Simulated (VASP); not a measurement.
# Ca (P6_3/mmc) in VASP: a series of runs

Runs on Ca. Level: LDA. Tasks: single point.

Everything below comes from runs of VASP 6.6.1. Logs are shortened: lines on timing, memory, paths and dates and some standing lists are left out, and cuts for length are marked.

### Step 1. The cell of the first run

Symmetry: P6_3/mmc, No. 194, hexagonal system. Conventional cell: a = 2.924 Å, b = 2.924 Å, c = 4.445 Å, α = 90.00°, β = 90.00°, γ = 120.00°. Ca (site symmetry -6m2) has 12 Ca at 2.79 to 2.92 Å within 3.7 Å.

This isn't the form of Ca at room conditions, which is fcc.

### Step 2. Single point, LDA

INCAR

```
SYSTEM = Ca
ALGO = Normal
EDIFF = 1E-6
ENCUT = 520
ISIF = 2
ISMEAR = -1
LASPH = .True.
LCHARG = .False.
LREAL = .False.
LWAVE = .False.
NBANDS = 17
NELM = 60
PREC = Accurate
SIGMA = 0.05
```

KPOINTS

```
k-points
0
Gamma
  12 12 6
  0 0 0
```

POSCAR

```
Ca
1.0
    2.9236044784      0.0000000000      0.0000000000
   -1.4618022392      2.5319157489      0.0000000000
    0.0000000000      0.0000000000      4.4449765278
Ca
2
Direct
    0.3333333333      0.6666666667      0.2500000000
    0.6666666667      0.3333333333      0.7500000000
```

Potentials or basis: VASP PAW LDA potentials, release 64 (Ca_sv).

Run with:

```
> cat potpaw_LDA.64/Ca_sv/POTCAR > POTCAR
> mpirun -np 1 vasp_std > vasp.out
```

OUTCAR:

```text
SYSTEM = Ca
   EDIFF = 1E-6
   ENCUT = 520
   ISIF = 2
   ISMEAR = -1
   LASPH = .True.
   LREAL = .False.
   NELM = 60
   PREC = Accurate

 ion  position               nearest neighbor table
   1  0.333  0.667  0.250-   2 2.79   2 2.79   2 2.79   2 2.79   2 2.79   2 2.79
   2  0.667  0.333  0.750-   1 2.79   1 2.79   1 2.79   1 2.79   1 2.79   1 2.79

  LATTYP: Found a hexagonal cell.
 ALAT       =     2.9236044784
 C/A-ratio  =     1.5203754682

  Lattice vectors:

 A1 = (   2.9236044784,   0.0000000000,   0.0000000000)
 A2 = (  -1.4618022392,   2.5319157489,   0.0000000000)
 A3 = (   0.0000000000,   0.0000000000,   4.4449765278)

Analysis of symmetry for initial positions (statically):
=====================================================================
 Subroutine PRICEL returns:
 Original cell was already a primitive cell.

 Routine SETGRP: Setting up the symmetry group for a
 hexagonal supercell.

 Subroutine GETGRP returns: Found 24 space group operations
 (whereof 12 operations were pure point group operations)
 out of a pool of 24 trial point group operations.

The static configuration has the point symmetry D_3d.
 The point group associated with its full space group is D_6h.

Analysis of symmetry for dynamics (positions and initial velocities):
=====================================================================
 Subroutine PRICEL returns:
 Original cell was already a primitive cell.

 Routine SETGRP: Setting up the symmetry group for a
 hexagonal supercell.

 Subroutine GETGRP returns: Found 24 space group operations
 (whereof 12 operations were pure point group operations)
 out of a pool of 24 trial point group operations.

The dynamic configuration has the point symmetry D_3d.
 The point group associated with its full space group is D_6h.

 Subroutine INISYM returns: Found 24 space group operations
 (whereof 12 operations are pure point group operations),
 and found     1 'primitive' translations

----------------------------------------------------------------------------------------

                                     Primitive cell

  volume of cell :      32.9031

  direct lattice vectors                    reciprocal lattice vectors
     2.923604478  0.000000000  0.000000000     0.342043531  0.197478925  0.000000000
    -1.461802239  2.531915749  0.000000000     0.000000000  0.394957850  0.000000000
     0.000000000  0.000000000  4.444976528     0.000000000  0.000000000  0.224973067

  length of vectors
     2.923604478  2.923604478  4.444976528     0.394957850  0.394957850  0.224973067

  position of ions in fractional coordinates (direct lattice)
     0.333333333  0.666666667  0.250000000
     0.666666667  0.333333333  0.750000000

  ion indices of the primitive-cell ions
   primitive index   ion index
                 1           1
                 2           2

----------------------------------------------------------------------------------------

 KPOINTS: k-points

Automatic generation of k-mesh.
 Grid dimensions read from file:
 generate k-points for:   12   12    6

 Generating k-lattice:

  Cartesian coordinates                     Fractional coordinates (reciprocal lattice)
     0.028503628  0.016456577  0.000000000     0.083333333 -0.000000000  0.000000000
     0.000000000  0.032913154  0.000000000     0.000000000  0.083333333  0.000000000
     0.000000000  0.000000000  0.037495511     0.000000000  0.000000000  0.166666667

  Length of vectors
     0.032913154  0.032913154  0.037495511

  Shift w.r.t. Gamma in fractional coordinates (k-lattice)
     0.000000000  0.000000000  0.000000000

 Subroutine IBZKPT returns following result:
 ===========================================

 Found     76 irreducible k-points:

 Following reciprocal coordinates:
            Coordinates               Weight
  0.000000  0.000000  0.000000      1.000000
  0.083333  0.000000  0.000000      6.000000
  0.166667  0.000000  0.000000      6.000000
  0.250000  0.000000  0.000000      6.000000
  0.333333  0.000000  0.000000      6.000000
  0.416667  0.000000  0.000000      6.000000
[... 16 lines left out ...]
  0.250000  0.000000  0.166667     12.000000
  0.333333  0.000000  0.166667     12.000000
 [... further k-points ...]
   k-points           NKPTS =     76   k-points in BZ     NKDIM =     76   number of bands    NBANDS=     17
   number of dos      NEDOS =    301   number of ions     NIONS =      2
   total plane-waves  NPLWV =  20736
   dimension x,y,z NGX =    24 NGY =   24 NGZ =   36
   dimension x,y,z NGXF=    48 NGYF=   48 NGZF=   72
   ions per type =               2
   NGX,Y,Z   is equivalent  to a cutoff of  13.65, 13.65, 13.46 a.u.
   NGXF,Y,Z  is equivalent  to a cutoff of  27.29, 27.29, 26.93 a.u.
 SYSTEM =  Ca
   PREC   = accura    normal or accurate (medium, high low for compatibility)
   ISTART =      0    job   : 0-new  1-cont  2-samecut
   ICHARG =      2    charge: 1-file 2-atom 10-const
   ISPIN  =      1    spin polarized calculation?
   LNONCOLLINEAR =      F non collinear calculations
   LSORBIT =      F    spin-orbit coupling
   LASPH  =      T    aspherical Exc in radial PAW
   ENCUT  =  520.0 eV  38.22 Ry    6.18 a.u.   5.44  5.44  8.26*2*pi/ulx,y,z
   NELM   =     60;   NELMIN=  2; NELMDL= -5     # of ELM steps
   EDIFF  = 0.1E-05   stopping-criterion for ELM
   LREAL  =      F    real-space projection
   EDIFFG = 0.1E-04   stopping-criterion for IOM
   NSW    =      0    number of steps for IOM
   IBRION =     -1    ionic relax: 0-MD 1-quasi-New 2-CG
   NFREE  =      0    steps in history (QN), initial steepest desc. (CG)
   ISIF   =      2    stress and relaxation
   ISYM   =      2    0-nonsym 1-usesym 2-fastsym
   POTIM  = 0.5000    time-step for ionic-motion
   TEBEG  =    0.0;   TEEND  =   0.0 temperature during run
   PSTRESS=    0.0 pullay stress
   NELECT =      20.0000    total number of electrons
   NUPDOWN=      -1.0000    fix difference up-down
   EMIN   =  10.00;   EMAX   =-10.00  energy-range for DOS
   EFERMI =   0.00;   METHOD = LEGACY
   ISMEAR =    -1;   SIGMA  =   0.05  broadening in eV -4-tet -1-fermi 0-gaus
   EFERMI_NEDOS =   21; number of points for ismear=-14 and -15
   IALGO  =     38    algorithm
   IMIX   =      4    mixing-type and parameters
     AMIX     =   0.40;   BMIX     =  1.00
     AMIX_MAG =   1.60;   BMIX_MAG =  1.00
  volume/ion in A,a.u.               =      16.45       111.02
  Fermi-wavevector in a.u.,A,eV,Ry     =   1.386774  2.620623 26.165940  1.923142
  Thomas-Fermi vector in A             =   2.511058
   LORBIT       =      0    0 simple, 1 ext, 2 COOP (PROOUT), +10 PAW based schemes
   GGA     = CA    functional components
   LHFCALC =     F    Hartree Fock is set to
   AEXX    =    0.0000 exact exchange contribution
   IVDW    =     0    specifies the selected vdW correction
   LEPSILON=     F    determine dielectric tensor
   LRPA    =     F    only Hartree local field effects (RPA)
 non-spin polarized calculation
  energy-cutoff  :      520.00
  volume of cell :       32.90
 maximum number of plane-waves:       911
 NGX is ok and might be reduce to    24
   NGX = 11   NGY = 11   NGZ = 17

 number of electron      20.0000001 magnetization

 Free energy of the ion-electron system (eV)
  ---------------------------------------------------
  ext. energy  EPLUGINS =         0.00000000
  ---------------------------------------------------
  free energy    TOTEN  =        -0.36600541 eV

  energy without entropy =       -0.35578375  energy(sigma->0) =       -0.36089458

 E-fermi :   6.9860     XC(G=0): -11.6964

 val. band max:        6.9443435799   @ k =   0.3333   0.2500   0.0000
 cond. band min:       7.0121168520   @ k =   0.2500   0.1667   0.1667
 fundamental gap:      0.0677732722
 Fermi energy:         6.9859688142

 k-point     1 :       0.0000    0.0000    0.0000
  band No.  band energies     occupation
      1     -33.3919      2.00000
      2     -32.6102      2.00000
      3     -15.9336      2.00000
      4     -13.7226      2.00000
      5     -13.7226      2.00000
      6     -13.3176      2.00000
[... 9 lines left out ...]
     16      11.2825      0.00000
     17      11.5121      0.00000

 k-point     2 :       0.0833    0.0000    0.0000
  band No.  band energies     occupation
      1     -33.3598      2.00000
      2     -32.6001      2.00000
      3     -15.8795      2.00000
      4     -13.8441      2.00000
      5     -13.7643      2.00000
      6     -13.4422      2.00000
[... 9 lines left out ...]
     16      11.3080      0.00000
     17      11.3324      0.00000

 k-point     3 :       0.1667    0.0000    0.0000
  band No.  band energies     occupation
      1     -33.2689      2.00000
      2     -32.5743      2.00000
      3     -15.7232      2.00000
      4     -14.1742      2.00000
      5     -13.8711      2.00000
      6     -13.7633      2.00000
[... 9 lines left out ...]
     16      11.1993      0.00000
     17      11.9101      0.00000

 k-point     4 :       0.2500    0.0000    0.0000
  band No.  band energies     occupation
      1     -33.1359      2.00000
      2     -32.5453      2.00000
      3     -15.4831      2.00000
      4     -14.6181      2.00000
      5     -14.1653      2.00000
      6     -14.0053      2.00000
[... 9 lines left out ...]
     16      11.8906      0.00000
     17      12.7000      0.00000
[... 343 lines left out ...]
      1     -33.2252      2.00000
      2     -32.6239      2.00000
      3     -15.6013      2.00000
      4     -14.1245      2.00000
      5     -13.8988      2.00000
      6     -13.8377      2.00000
[... 9 lines left out ...]
     16      11.3750      0.00000
     17      11.9240      0.00000

 k-point    23 :       0.2500    0.0000    0.1667
  band No.  band energies     occupation
      1     -33.0982      2.00000
      2     -32.5869      2.00000
      3     -15.4483      2.00000
      4     -14.5283      2.00000
      5     -14.2813      2.00000
      6     -13.9666      2.00000
[... 9 lines left out ...]
     16      12.0467      0.00000
     17      12.6188      0.00000

 k-point    24 :       0.3333    0.0000    0.1667
  band No.  band energies     occupation
      1     -32.9569      2.00000
      2     -32.5608      2.00000
      3     -15.3955      2.00000
      4     -14.8370      2.00000
      5     -14.5717      2.00000
      6     -14.0874      2.00000
[... 9 lines left out ...]
     16      13.1656      0.00000
     17      13.5597      0.00000

 [... further k-points ...]

------------------------ aborting loop because EDIFF is reached ----------------------------------------

  FORCE on cell =-STRESS in cart. coord.  units (eV):
  Direction    XX          YY          ZZ          XY          YZ          ZX
  --------------------------------------------------------------------------------------
  -------------------------------------------------------------------------------------
  Total        9.6999905      9.6999905      9.7685465      0.0000000     -0.0000000      0.0000000
  in kB      472.3289362    472.3289362    475.6671827      0.0000000     -0.0000000      0.0000000
  external PRESSURE =     473.4416850 kB  Pullay stress =       0.0000000 kB

 VOLUME and BASIS-vectors are now :
 -----------------------------------------------------------------------------
  energy-cutoff  :      520.00
  volume of cell :       32.90
      direct lattice vectors                 reciprocal lattice vectors
     2.923604478  0.000000000  0.000000000     0.342043531  0.197478925  0.000000000
    -1.461802239  2.531915749  0.000000000     0.000000000  0.394957850  0.000000000
     0.000000000  0.000000000  4.444976528     0.000000000  0.000000000  0.224973067

 POSITION                                       TOTAL-FORCE (eV/Angst)
 -----------------------------------------------------------------------------------
     -0.00000      1.68794      1.11124         0.000000     -0.000000      0.000000
      1.46180      0.84397      3.33373        -0.000000      0.000000      0.000000
 -----------------------------------------------------------------------------------
    total drift:                               -0.000000      0.000000     -0.000000

  FREE ENERGIE OF THE ION-ELECTRON SYSTEM (eV)
  ---------------------------------------------------
  free  energy   TOTEN  =        -0.3660054132 eV

  energy  without entropy=       -0.3557837515  energy(sigma->0) =       -0.36089458
```

Wall time 26 s (1 thread of Intel Xeon Platinum 8259CL at 2.50GHz (Skylake/Cascade Lake), shared host); peak memory 0.16 GiB.

What came out:

- Free energy: -0.3660 eV
- Pressure: 47.3 GPa
- Band gap on the k mesh: zero (bands 10 and 11 overlap by 1.14 eV)

Caveat: the cell stands under pressure.

### Step 3. Single point, LDA (16.45 Å³/atom)

INCAR

```
SYSTEM = Ca
  PREC = Accurate
  ENCUT = 520
  EDIFF = 1E-6
  ISMEAR = -1
  SIGMA = 0.05
  LREAL = .False.
  LASPH = .True.
  NELM = 100
  ALGO = Normal
  ISIF = 2
  LWAVE = .False.
  LCHARG = .False.
  GGA = CA
  NBANDS = 17
```

KPOINTS

```
regular mesh
0
Gamma
  12 12 6
  0 0 0
```

POSCAR is that of step 2.

Potentials or basis: VASP PAW LDA potentials, release 64 (Ca_sv).

Run with:

```
> cat potpaw_LDA.64/Ca_sv/POTCAR > POTCAR
> mpirun -np 1 vasp_std > vasp.out
```

Run time: 25 s. Hardware: 1 thread of Intel Xeon Platinum 8259CL at 2.50GHz (Skylake/Cascade Lake), shared host; peak memory 0.16 GiB.

Results (log left out):

| Quantity | Value |
| --- | --- |
| Free energy | -0.3660 eV |
| Pressure | 47.3 GPa |
| Band gap on the k mesh | zero (bands 10 and 11 overlap by 1.14 eV) |

Stress tensor (GPa, compression positive):
```
47.23  0.00  0.00
 0.00 47.23  0.00
 0.00  0.00 47.57
```

Levels at points of the mesh, in eV from the Fermi level:
```tsv
k point	band 6	band 7	band 8	band 9	band 10	band 11	band 12	band 13	band 14	band 15
(0.00, 0.00, 0.00)	-20.30	-20.30	-20.13	-4.18	-1.75	3.03	3.03	3.96	4.14	4.14
(0.50, 0.00, 0.00)	-21.23	-20.89	-20.49	-1.57	-0.75	-0.66	2.03	2.48	3.67	4.39
(0.00, 0.00, 0.50)	-20.51	-20.51	-20.51	-2.03	-2.03	2.54	2.54	2.85	2.85	2.85
(0.50, 0.00, 0.50)	-20.88	-20.76	-20.76	-1.56	-1.56	0.87	0.87	4.40	4.40	4.76
```

Caveat: the cell stands under pressure.

The gap in the log of VASP goes by the Fermi energy; the results here count the filled bands.